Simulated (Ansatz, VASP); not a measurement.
## Pt: VASP beside Ansatz

INCAR

```
ALGO = Normal ; EDIFF = 1E-6
ENCUT = 520 ; GGA = PS
ISIF = 2 ; ISMEAR = 0
LASPH = T ; LCHARG = F
LREAL = F ; LWAVE = F
NBANDS = 11 ; NELM = 60
PREC = Accurate ; SIGMA = 0.15
```

The input KPOINTS:

```
k-points
0
Gamma
  20 20 20
```

File POSCAR:

```
Pt
1.0
    0.0000000000      1.9089525000      1.8600050000
    1.9089525000      0.0000000000      1.8600050000
    1.9089525000      1.9089525000      0.0000000000
Pt
1
Direct
    0.0000000000      0.0000000000      0.0000000000
```

Input for Ansatz:

```yaml
crystal:
  lattice:
    - [0.0, 1.9089525, 1.860005]
    - [1.9089525, 0.0, 1.860005]
    - [1.9089525, 1.9089525, 0.0]
  atoms:
    - { symbol: Pt, position: [0.0, 0.0, 0.0] }
basis:
  ecutwfc: 420
kpoints:
  mp_grid: { grid: [20, 20, 20] }
hamiltonian:
  xc: pbesol
scf:
  occupations: { method: gaussian, width: 0.15 }
output:
  forces: true
  stress: true
  eigenvalues: true
```

Change from the starting cell: strain -0.025 along x and y, -0.050 along z, atoms carried along.

Alike in both runs: task single point; functional PBEsol; k mesh 20 × 20 × 20; occupations gaussian, width 0.15 eV; no spin polarisation.

|  | VASP | Ansatz |
| --- | --- | --- |
| version | VASP 6.6.1 | Ansatz 0.2.0 |
| potentials or method | VASP PAW PBE potentials, release 64 (Pt), cutoff 520 eV | scalar-relativistic, plane waves, PAW |
| valence electrons in the cell | 10 | 18 |

```csv
,VASP,Ansatz,Ansatz less VASP
gap on the k mesh at the Fermi level (eV),none,none,-
pressure (GPa),39.1,39.4,+0.32
"traceless stress, the component that is largest in VASP (GPa)",2.42,2.42,-0.002
```

VASP's potentials were made for PBE, not for PBEsol. A gap of «none» marks a metal or a gap that the smearing closes. Both programs put the cell under a high pressure, so it lies far from rest at this level. VASP's potentials hold 10 valence electrons a cell and Ansatz's 18, so a difference there can come from the potentials and not from the codes.

Neither program's run includes spin-orbit coupling.
